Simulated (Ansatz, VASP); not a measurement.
## One calculation of LiCl, two programs

INCAR

```
SYSTEM = LiCl
  ALGO = Normal
  EDIFF = 1E-7
  ENCUT = 520
  GGA = PE
  ISIF = 2
  ISMEAR = 0
  LASPH = .TRUE.
  LCHARG = .FALSE.
  LREAL = .FALSE.
  LWAVE = .FALSE.
  NBANDS = 12
  NELM = 80
  PREC = Accurate
  SIGMA = 0.05
```

KPOINTS

```
k-points
0
G
  8 8 8
  0 0 0
```

The input POSCAR:

```
LiCl
1.0
    0.0000000000      2.4365220000      2.4365220000
    2.4365220000      0.0000000000      2.4365220000
    2.4365220000      2.4365220000      0.0000000000
Li Cl
1 1
Direct
    0.0000000000      0.0000000000      0.0000000000
    0.5000000000      0.5000000000      0.5000000000
```

Input for Ansatz:

```yaml
crystal:
  lattice:
    - [0.0, 2.436522, 2.436522]
    - [2.436522, 0.0, 2.436522]
    - [2.436522, 2.436522, 0.0]
  atoms:
    - { symbol: Li, position: [0.0, 0.0, 0.0] }
    - { symbol: Cl, position: [0.5, 0.5, 0.5] }
basis:
  ecutwfc: 420
kpoints:
  mp_grid: { grid: [8, 8, 8] }
hamiltonian:
  xc: pbe
scf:
  occupations: { method: gaussian, width: 0.05 }
output:
  forces: true
  stress: true
  eigenvalues: true
```

Change from the starting cell: strain -0.050 along x and y, -0.050 along z, atoms carried along.

Alike in both runs: task single point; functional PBE; k mesh 8 × 8 × 8; occupations gaussian, width 0.05 eV; no spin polarisation.

```csv
,VASP,Ansatz
version,VASP 6.6.1,Ansatz 0.2.0
potentials or method,"VASP PAW PBE potentials, release 64 (Li_sv, Cl), cutoff 520 eV","scalar-relativistic, plane waves, PAW"
valence electrons in the cell,10,10
```

```tsv
	VASP	Ansatz	Ansatz less VASP
gap on the k mesh at the Fermi level (eV)	6.90	6.88	-0.023
least direct gap on the mesh (eV)	7.23	7.21	-0.024
```

Noted on VASP's run: the cutoff is under 1.25 times that of the potentials, so the pressure is a little rough.
